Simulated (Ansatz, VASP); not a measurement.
K4Ru: VASP beside Ansatz

```
K Ru
1.0
     5.58811    0.00000    0.00000
     0.00000    5.58811    0.00000
     0.00000    0.00000    5.58811
K Ru
4 1
Direct
  0.00000 0.50000 0.50000
  0.50000 0.00000 0.50000
  0.50000 0.50000 0.00000
  0.00000 0.00000 0.00000
  0.50000 0.50000 0.50000
```

Alike in both runs: task single point; functional PBE; k mesh 4 × 4 × 4; occupations gaussian, width 0.1 eV; no spin polarisation.

```csv
,VASP,Ansatz
version,VASP 6.6.1,Ansatz 0.2.0
potentials or method,"VASP PAW PBE potentials, release 64 (K_sv, Ru_pv), cutoff 520 eV","scalar-relativistic, plane waves, PAW"
valence electrons in the cell,50,52
```

```csv
,VASP,Ansatz,Ansatz less VASP
gap on the k mesh at the Fermi level (eV),none,none,-
pressure (GPa),5.0,4.9,-0.09
```

A gap of «none» marks a metal or a gap that the smearing closes. VASP's potentials hold 50 valence electrons a cell and Ansatz's 52, so a difference there can come from the potentials and not from the codes.
